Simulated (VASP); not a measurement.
Ga: single point with revPBE

Ga:

```
Ga
1.0
     4.68395    0.00000    0.00000
    -2.34198    4.05642    0.00000
     0.00000    0.00000    3.00720
Ga
3
Direct
  0.00000 0.00000 0.00000
  0.33333 0.66667 0.50000
  0.66667 0.33333 0.50000
```

This isn't the form of Ga at room conditions, which is orthorhombic.

- Program: VASP 6.6.1
- Task: single point
- Functional: revPBE
- Potentials or basis: VASP PAW PBE potentials, release 64 (Ga_d)
- Cutoff: 520 eV
- k mesh: 9 × 9 × 12
- Occupations: fermi-dirac, width 0.1 eV
- Spin: no spin polarisation
- Dipole correction: no
- Further INCAR settings: ALGO = Normal; EDIFF = 1e-06; NBANDS = 26

The pressure is 2.2 GPa and the band gap on the k mesh is zero (an odd number of electrons rules out a gap without spin polarisation).

Stress tensor (GPa, compression positive):
```
2.46 0.00 0.00
0.00 2.46 0.00
0.00 0.00 1.73
```

Levels at points of the mesh, in eV from the Fermi level:
```tsv
k point	band 17	band 18	band 19	band 20	band 21	band 22
(0.00, 0.00, 0.00)	-2.53	-2.25	-1.15	-1.15	-0.95	-0.95
(0.00, 0.00, 0.50)	-6.08	1.31	1.31	1.39	1.73	1.82
```

Wall time 2.2 min on 1 thread of AMD EPYC 7R13, with other jobs on the host, peak memory 0.24 GiB.

Caveat: the PAW data sets were made with another functional, which shifts forces and pressure a little.
